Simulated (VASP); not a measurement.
Input of a VASP 6.6.1 run:

File INCAR:

```
SYSTEM = Al2O3
ALGO = Normal
EDIFF = 1E-7
ENCUT = 520
ISIF = 2
ISMEAR = -1
LASPH = .TRUE.
LCHARG = .FALSE.
LREAL = .FALSE.
LWAVE = .FALSE.
NBANDS = 20
NELM = 80
PREC = Accurate
SIGMA = 0.05
```

The input KPOINTS:

```
k-points
0
G
  11 11 3
  0 0 0
```

File POSCAR:

```
Al2O3
1.0
    2.8380542643      0.0000000000      0.0000000000
   -1.4190271322      2.4578270902      0.0000000000
    0.0000000000      0.0000000000      9.3446875276
Al O
2 3
Direct
    0.0000000000      0.0000000000      0.8531134907
    0.0000000000      0.0000000000      0.1468865093
    0.3333333333      0.6666666667      0.7816886966
    0.6666666667      0.3333333333      0.0000000000
    0.3333333333      0.6666666667      0.2183113034
```

Potentials or basis: VASP PAW LDA potentials, release 64 (Al, O).

Run with:

```sh
$ cat potpaw_LDA.64/Al/POTCAR potpaw_LDA.64/O/POTCAR > POTCAR
$ mpirun -np 1 vasp_std > vasp.out
```

Problem. What does it give for the largest force?

Solution. 0.039 eV/Å.

Problem. Estimate the band gap on the k mesh.

Solution. 5.16 eV, indirect (least direct gap 5.44 eV).

Problem. Estimate the pressure.

Solution. 0.7 GPa.

Forces in eV/Å, atoms in the order of the input:
```
Al   0.000  0.000  0.011
Al   0.000  0.000 -0.011
O    0.000  0.000 -0.039
O    0.000  0.000  0.000
O    0.000  0.000  0.039
```

A k mesh can miss the band edges. A hybrid or GW would open this gap; LDA tends to underestimate it.
